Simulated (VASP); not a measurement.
# As (Pm-3m) in VASP: notebook

As is run at these levels: PBEsol; tasks: relaxation of cell and atoms, single point.

All numbers are computed with VASP 6.6.1; they aren't measurements. Logs are shortened: lines on timing, memory, paths and dates and some standing lists are left out, and cuts for length are marked.

**1. The cell of the first run**

The structure is cubic, space group Pm-3m (No. 221). Conventional cell: a = 2.870 Å, b = 2.870 Å, c = 2.870 Å, α = 90.00°, β = 90.00°, γ = 90.00°. As (site symmetry m-3m) has 6 As at 2.87 Å within 3.8 Å.

**2. Relaxation of cell and atoms, PBEsol**

INCAR

```
SYSTEM = As
PREC = Accurate
ENCUT = 600
EDIFF = 1E-6
ISMEAR = 1
SIGMA = 0.1
LREAL = .FALSE.
LASPH = .TRUE.
NELM = 100
ALGO = Normal
ISIF = 3
LWAVE = .FALSE.
LCHARG = .FALSE.
GGA = PS
IBRION = 2
NSW = 80
EDIFFG = -0.02
```

KPOINTS

```
Automatic mesh
0
G
  15 15 15
  0 0 0
```

POSCAR

```
As
1.0
    2.8700000000      0.0000000000      0.0000000000
    0.0000000000      2.8700000000      0.0000000000
    0.0000000000      0.0000000000      2.8700000000
As
1
Direct
    0.0000000000      0.0000000000      0.0000000000
```

Potentials or basis: VASP PAW PBE potentials, release 64 (As).

Started as:

```console
cat potpaw_PBE.64/As/POTCAR > POTCAR
mpirun -np 1 vasp_std > vasp.out
```

OUTCAR:

```text
SYSTEM = As
   PREC = Accurate
   ENCUT = 600
   EDIFF = 1E-6
   ISMEAR = 1
   LREAL = .FALSE.
   LASPH = .TRUE.
   NELM = 100
   ISIF = 3
   GGA = PS
   IBRION = 2
   NSW = 80
   EDIFFG = -0.02

 ion  position               nearest neighbor table
   1  0.000  0.000  0.000-

  LATTYP: Found a simple cubic cell.
 ALAT       =     2.8700000000

  Lattice vectors:

 A1 = (   2.8700000000,   0.0000000000,   0.0000000000)
 A2 = (   0.0000000000,   2.8700000000,   0.0000000000)
 A3 = (   0.0000000000,   0.0000000000,   2.8700000000)

Analysis of symmetry for initial positions (statically):
=====================================================================
 Subroutine PRICEL returns:
 Original cell was already a primitive cell.

 Routine SETGRP: Setting up the symmetry group for a
 simple cubic supercell.

 Subroutine GETGRP returns: Found 48 space group operations
 (whereof 48 operations were pure point group operations)
 out of a pool of 48 trial point group operations.

The static configuration has the point symmetry O_h .

Analysis of symmetry for dynamics (positions and initial velocities):
=====================================================================
 Subroutine PRICEL returns:
 Original cell was already a primitive cell.

 Routine SETGRP: Setting up the symmetry group for a
 simple cubic supercell.

 Subroutine GETGRP returns: Found 48 space group operations
 (whereof 48 operations were pure point group operations)
 out of a pool of 48 trial point group operations.

The dynamic configuration has the point symmetry O_h .

 Subroutine INISYM returns: Found 48 space group operations
 (whereof 48 operations are pure point group operations),
 and found     1 'primitive' translations

----------------------------------------------------------------------------------------

                                     Primitive cell

  volume of cell :      23.6399

  direct lattice vectors                    reciprocal lattice vectors
     2.870000000  0.000000000  0.000000000     0.348432056  0.000000000  0.000000000
     0.000000000  2.870000000  0.000000000     0.000000000  0.348432056  0.000000000
     0.000000000  0.000000000  2.870000000     0.000000000  0.000000000  0.348432056

  length of vectors
     2.870000000  2.870000000  2.870000000     0.348432056  0.348432056  0.348432056

  position of ions in fractional coordinates (direct lattice)
     0.000000000  0.000000000  0.000000000

  ion indices of the primitive-cell ions
   primitive index   ion index
                 1           1

----------------------------------------------------------------------------------------

 KPOINTS: Automatic mesh

Automatic generation of k-mesh.
 Grid dimensions read from file:
 generate k-points for:   15   15   15

 Generating k-lattice:

  Cartesian coordinates                     Fractional coordinates (reciprocal lattice)
     0.023228804  0.000000000  0.000000000     0.066666667  0.000000000  0.000000000
     0.000000000  0.023228804  0.000000000     0.000000000  0.066666667  0.000000000
     0.000000000  0.000000000  0.023228804     0.000000000  0.000000000  0.066666667

  Length of vectors
     0.023228804  0.023228804  0.023228804

  Shift w.r.t. Gamma in fractional coordinates (k-lattice)
     0.000000000  0.000000000  0.000000000

 Subroutine IBZKPT returns following result:
 ===========================================

 Found    120 irreducible k-points:

 Following reciprocal coordinates:
            Coordinates               Weight
  0.000000  0.000000  0.000000      1.000000
  0.066667  0.000000  0.000000      6.000000
  0.133333  0.000000  0.000000      6.000000
  0.200000  0.000000  0.000000      6.000000
  0.266667  0.000000  0.000000      6.000000
  0.333333  0.000000  0.000000      6.000000
[... 16 lines left out ...]
  0.266667  0.200000  0.000000     24.000000
  0.333333  0.200000  0.000000     24.000000
 [... further k-points ...]
   k-points           NKPTS =    120   k-points in BZ     NKDIM =    120   number of bands    NBANDS=      6
   number of dos      NEDOS =    301   number of ions     NIONS =      1
   total plane-waves  NPLWV =  13824
   dimension x,y,z NGX =    24 NGY =   24 NGZ =   24
   dimension x,y,z NGXF=    48 NGYF=   48 NGZF=   48
   ions per type =               1
   NGX,Y,Z   is equivalent  to a cutoff of  13.90, 13.90, 13.90 a.u.
   NGXF,Y,Z  is equivalent  to a cutoff of  27.80, 27.80, 27.80 a.u.
 SYSTEM =  As
   PREC   = accura    normal or accurate (medium, high low for compatibility)
   ISTART =      0    job   : 0-new  1-cont  2-samecut
   ICHARG =      2    charge: 1-file 2-atom 10-const
   ISPIN  =      1    spin polarized calculation?
   LNONCOLLINEAR =      F non collinear calculations
   LSORBIT =      F    spin-orbit coupling
   LASPH  =      T    aspherical Exc in radial PAW
   ENCUT  =  600.0 eV  44.10 Ry    6.64 a.u.   5.73  5.73  5.73*2*pi/ulx,y,z
   NELM   =    100;   NELMIN=  2; NELMDL= -5     # of ELM steps
   EDIFF  = 0.1E-05   stopping-criterion for ELM
   LREAL  =      F    real-space projection
   EDIFFG = -.2E-01   stopping-criterion for IOM
   NSW    =     80    number of steps for IOM
   IBRION =      2    ionic relax: 0-MD 1-quasi-New 2-CG
   NFREE  =      1    steps in history (QN), initial steepest desc. (CG)
   ISIF   =      3    stress and relaxation
   ISYM   =      2    0-nonsym 1-usesym 2-fastsym
   POTIM  = 0.5000    time-step for ionic-motion
   TEBEG  =    0.0;   TEEND  =   0.0 temperature during run
   PSTRESS=    0.0 pullay stress
   NELECT =       5.0000    total number of electrons
   NUPDOWN=      -1.0000    fix difference up-down
   EMIN   =  10.00;   EMAX   =-10.00  energy-range for DOS
   EFERMI =   0.00;   METHOD = LEGACY
   ISMEAR =     1;   SIGMA  =   0.10  broadening in eV -4-tet -1-fermi 0-gaus
   EFERMI_NEDOS =   21; number of points for ismear=-14 and -15
   IALGO  =     38    algorithm
   IMIX   =      4    mixing-type and parameters
     AMIX     =   0.40;   BMIX     =  1.00
     AMIX_MAG =   1.60;   BMIX_MAG =  1.00
  volume/ion in A,a.u.               =      23.64       159.53
  Fermi-wavevector in a.u.,A,eV,Ry     =   0.975400  1.843240 12.944664  0.951406
  Thomas-Fermi vector in A             =   2.105937
   LORBIT       =      0    0 simple, 1 ext, 2 COOP (PROOUT), +10 PAW based schemes
   GGA     = PS    functional components
   LHFCALC =     F    Hartree Fock is set to
   AEXX    =    0.0000 exact exchange contribution
   IVDW    =     0    specifies the selected vdW correction
   LEPSILON=     F    determine dielectric tensor
   LRPA    =     F    only Hartree local field effects (RPA)
 conjugate gradient relaxation of ions
 non-spin polarized calculation
 Methfessel and Paxton  Order N= 1 SIGMA  =   0.10
  energy-cutoff  :      600.00
  volume of cell :       23.64
 maximum number of plane-waves:       804
 NGX is ok and might be reduce to    24
   NGX = 11   NGY = 11   NGZ = 11

--------------------------------------- Ionic step        1  -------------------------------------------

 number of electron       5.0000001 magnetization

 Free energy of the ion-electron system (eV)
  ---------------------------------------------------
  ext. energy  EPLUGINS =         0.00000000
  ---------------------------------------------------
  free energy    TOTEN  =        -4.85747359 eV

  energy without entropy =       -4.85710090  energy(sigma->0) =       -4.85734936

 E-fermi :   3.8691     XC(G=0):  -9.8056

 val. band max:        3.8636689601   @ k =   0.4667   0.3333   0.3333
 cond. band min:       3.8753399795   @ k =   0.2000   0.2000   0.1333
 fundamental gap:      0.0116710193
 Fermi energy:         3.8691349231

 k-point     1 :       0.0000    0.0000    0.0000
  band No.  band energies     occupation
      1      -9.6076      2.00000
      2       7.4022      0.00000
      3       7.4022      0.00000
      4       7.4022      0.00000
      5      12.2583      0.00000
      6      12.2583      0.00000

 k-point     2 :       0.0667    0.0000    0.0000
  band No.  band energies     occupation
      1      -9.5395      2.00000
      2       6.5588      0.00000
      3       7.4596      0.00000
      4       7.4596      0.00000
      5      12.3232      0.00000
      6      12.6503      0.00000
[... 255 lines left out ...]
 POSITION                                       TOTAL-FORCE (eV/Angst)
 -----------------------------------------------------------------------------------
      0.00000      0.00000      0.00000        -0.000000     -0.000000      0.000000
 -----------------------------------------------------------------------------------
    total drift:                               -0.000000      0.000000      0.000000

  FREE ENERGIE OF THE ION-ELECTRON SYSTEM (eV)
  ---------------------------------------------------
  free  energy   TOTEN  =        -5.0114222146 eV

  energy  without entropy=       -5.0109816933  energy(sigma->0) =       -5.01127537

--------------------------------------- Ionic step        3  -------------------------------------------

 number of electron       5.0000001 magnetization

 Free energy of the ion-electron system (eV)
  ---------------------------------------------------
  ext. energy  EPLUGINS =         0.00000000
  ---------------------------------------------------
  free energy    TOTEN  =        -5.03091554 eV

  energy without entropy =       -5.03006051  energy(sigma->0) =       -5.03063053

 E-fermi :   6.0169     XC(G=0): -10.6176

 val. band max:        6.0101250101   @ k =   0.2000   0.2000   0.0667
 cond. band min:       6.0389259124   @ k =   0.2000   0.2000   0.2000
 fundamental gap:      0.0288009023
 Fermi energy:         6.0169083706

 k-point     1 :       0.0000    0.0000    0.0000
  band No.  band energies     occupation
      1      -9.1541      2.00000
      2      10.1627      0.00000
      3      10.1627      0.00000
      4      10.1627      0.00000
      5      14.4789      0.00000
      6      14.4789      0.00000

 k-point     2 :       0.0667    0.0000    0.0000
  band No.  band energies     occupation
      1      -9.0709      2.00000
      2       9.0504      0.00000
      3      10.2366      0.00000
      4      10.2366      0.00000
      5      14.5533      0.00000
      6      15.2785      0.00000
[... 220 lines left out ...]
 POSITION                                       TOTAL-FORCE (eV/Angst)
 -----------------------------------------------------------------------------------
      0.00000      0.00000      0.00000         0.000000      0.000000      0.000000
 -----------------------------------------------------------------------------------
    total drift:                                0.000000     -0.000000      0.000000

  FREE ENERGIE OF THE ION-ELECTRON SYSTEM (eV)
  ---------------------------------------------------
  free  energy   TOTEN  =        -5.0309155420 eV

  energy  without entropy=       -5.0300605093  energy(sigma->0) =       -5.03063053

 reached required accuracy - stopping structural energy minimisation
```

It took 11 s on 1 thread of Intel Xeon 6975P-C, shared host; peak memory 0.16 GiB.

What came out:

```
Free energy                            : -5.0309 eV
Relaxed volume                         : 19.50 Å³/atom
Relaxed cell                           : a = 2.691 Å, b = 2.691 Å, c = 2.691 Å, α = 90.00°, β = 90.00°, γ = 90.00°
Space group after relaxing (to 0.05 Å) : Pm-3m (No. 221)
Energy gained by relaxing              : 173.4 meV/atom
Ionic steps                            : 3
Pressure after relaxing                : 0.1 GPa
```

The path:
```
step  energy change (eV)  largest force (eV/Å)  pressure (GPa)  volume (Å³)
   1              0.0000                0.0000          -11.28        23.64
   2             -0.1539                0.0000            5.97        18.39
   3             -0.1734                0.0000            0.06        19.50
```

Final structure:
```
CELL_PARAMETERS angstrom
2.69139 0.00000 0.00000
0.00000 2.69139 0.00000
0.00000 0.00000 2.69139
ATOMIC_POSITIONS crystal
As 0.00000 0.00000 0.00000
```

Levels at points of the mesh, in eV from the Fermi level:
```tsv
k point	band 1	band 2	band 3	band 4	band 5	band 6
(0.00, 0.00, 0.00)	-15.17	4.15	4.15	4.15	8.46	8.46
```

Caveat: the volume moved by over 15 % at a fixed basis, so the end points are rough; the PAW data sets were made with another functional, which shifts forces and pressure a little.

(Continued in part 2 of 2.)
